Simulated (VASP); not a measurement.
A run of VASP 6.6.1 is set up as follows.

File INCAR:

```
PREC = Accurate ; ENCUT = 520
EDIFF = 1E-6 ; ISMEAR = -1
SIGMA = 0.05 ; LREAL = False
LASPH = True ; NELM = 80
ALGO = Normal ; ISIF = 2
LWAVE = False ; LCHARG = False
GGA = PE ; NBANDS = 31
```

KPOINTS

```
Automatic mesh
0
Gamma
  7 7 5
```

Contents of POSCAR:

```
HfO2
1.0
    3.4868589434      0.0000000000      0.0000000000
    0.0000000000      3.4868589434      0.0000000000
    0.0000000000      0.0000000000      5.1718612100
Hf O
2 4
Direct
    0.0000000000      0.0000000000      0.0000000000
    0.5000000000      0.5000000000      0.5000000000
    0.0000000000      0.5000000000      0.1972078800
    0.5000000000      0.0000000000      0.3027921200
    0.5000000000      0.0000000000      0.8027921200
    0.0000000000      0.5000000000      0.6972078800
```

Potentials or basis: VASP PAW PBE potentials, release 64 (Hf_pv, O).

Command:

```bash
$ cat potpaw_PBE.64/Hf_pv/POTCAR potpaw_PBE.64/O/POTCAR > POTCAR
$ mpirun -np 1 vasp_std > vasp.out
```

(1) What does it give for the largest force?

(2) Estimate the band gap on the k mesh.

(3) What does it give for the pressure?

Answers

(1) 0.285 eV/Å.

(2) 4.88 eV (least direct gap 4.95 eV).

(3) 19.0 GPa.

Caveat: the cell stands under pressure; spin-orbit coupling is left out, which moves the levels of the heavy elements; an odd mesh through Γ misses points on the zone boundary, where band edges can lie.
